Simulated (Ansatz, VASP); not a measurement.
## One calculation of C, two programs

The input INCAR:

```
PREC = Accurate
ENCUT = 520
EDIFF = 1E-7
ISMEAR = 0
SIGMA = 0.05
LREAL = False
LASPH = True
NELM = 60
ALGO = Normal
ISIF = 2
LWAVE = False
LCHARG = False
GGA = CA
NBANDS = 26
```

The input KPOINTS:

```
Automatic mesh
0
Gamma
  12 12 4
```

The input POSCAR:

```
C
1.0
    2.4024880687      0.0000000000      0.0000000000
   -1.2012440343      2.0806156998      0.0000000000
    0.0000000000      0.0000000000      8.7892647126
C
8
Direct
    0.0000000000      0.0000000000      0.0958582779
    0.0000000000      0.0000000000      0.5958582779
    0.0000000000      0.0000000000      0.4041417221
    0.0000000000      0.0000000000      0.9041417221
    0.3333333333      0.6666666667      0.1532727096
    0.6666666667      0.3333333333      0.6532727096
    0.3333333333      0.6666666667      0.3467272904
    0.6666666667      0.3333333333      0.8467272904
```

Input for Ansatz:

```yaml
crystal:
  lattice:
    - [2.4024880687, 0.0, 0.0]
    - [-1.2012440343, 2.0806156998, 0.0]
    - [0.0, 0.0, 8.7892647126]
  atoms:
    - { symbol: C, position: [0.0, 0.0, 0.0958582779] }
    - { symbol: C, position: [0.0, 0.0, 0.5958582779] }
    - { symbol: C, position: [0.0, 0.0, 0.4041417221] }
    - { symbol: C, position: [0.0, 0.0, 0.9041417221] }
    - { symbol: C, position: [0.3333333333, 0.6666666667, 0.1532727096] }
    - { symbol: C, position: [0.6666666667, 0.3333333333, 0.6532727096] }
    - { symbol: C, position: [0.3333333333, 0.6666666667, 0.3467272904] }
    - { symbol: C, position: [0.6666666667, 0.3333333333, 0.8467272904] }
basis:
  ecutwfc: 520.0
kpoints:
  mp_grid: { grid: [12, 12, 4] }
hamiltonian:
  xc: lda
  pseudopotentials: { kind: paw, azcp: { folder: soft_1 } }
scf:
  occupations: { method: gaussian, width: 0.05 }
output:
  forces: true
  stress: true
  eigenvalues: true
```

Change from the starting cell: mode 21 frozen in at +0.024 Å, strain +e along z and -e/2 along x and y +0.0700.

Alike in both runs: task single point; functional LDA; k mesh 12 × 12 × 4; occupations gaussian, width 0.05 eV; no spin polarisation.

|  | VASP | Ansatz |
| --- | --- | --- |
| version | VASP 6.6.1 | Ansatz 0.2.0 |
| potentials or method | VASP PAW LDA potentials, release 64 (C), cutoff 520 eV | scalar-relativistic, plane waves, PAW |
| valence electrons in the cell | 32 | 32 |

Ansatz gave:

| Property | Result |
| --- | --- |
| gap on the k mesh at the Fermi level (eV) | 1.87 |
| least direct gap on the mesh (eV) | 1.87 |
| pressure (GPa) | 12.5 |
| traceless stress, the component that is largest in VASP (GPa) | -77.37 |
| rms of the force components (eV/Å) | 0.571 |

Task: Which values does VASP return?

Result: gap on the k mesh at the Fermi level (eV): 1.87; least direct gap on the mesh (eV): 1.87; pressure (GPa): 14.2; traceless stress, the component that is largest in VASP (GPa): -77.91; rms of the force components (eV/Å): 0.594.

Ansatz warns that its potentials were made for another functional, while VASP's fit it. LDA's correlation is that of Perdew and Zunger in VASP and of Perdew and Wang (1992) in Ansatz. Atom by atom the forces differ by 0.024 eV/Å (rms over components).
